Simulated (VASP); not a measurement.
The system is ZnSe (Stilleite).

```
Zn Se
1.0
     0.00000    2.83242    2.83242
     2.83242    0.00000    2.83242
     2.83242    2.83242    0.00000
Zn Se
1 1
Direct
  0.00000 0.00000 0.00000
  0.25000 0.25000 0.25000
```

Base run:

| Item | Value |
| --- | --- |
| Program | VASP 6.6.1 |
| Functional | PBE |
| Potentials or basis | VASP PAW PBE potentials, release 64 (Zn, Se) |
| Cutoff | 520 eV |
| k mesh | 6 × 6 × 6 |
| Occupations | gaussian, width 0.01 eV |
| Spin | no spin polarisation |

Its results: band gap on the k mesh 1.29 eV, direct; electronic dielectric tensor (diagonal) 8.94.

Question: The run is repeated on the same cell with these changes: functional from PBE to r2SCAN. What comes out?

Answer: Band gap on the k mesh 1.87 eV, direct; electronic dielectric tensor (diagonal) 6.24.

r2SCAN gives the wider gap, since meta-GGAs in the generalised Kohn-Sham scheme recover part of the derivative discontinuity.

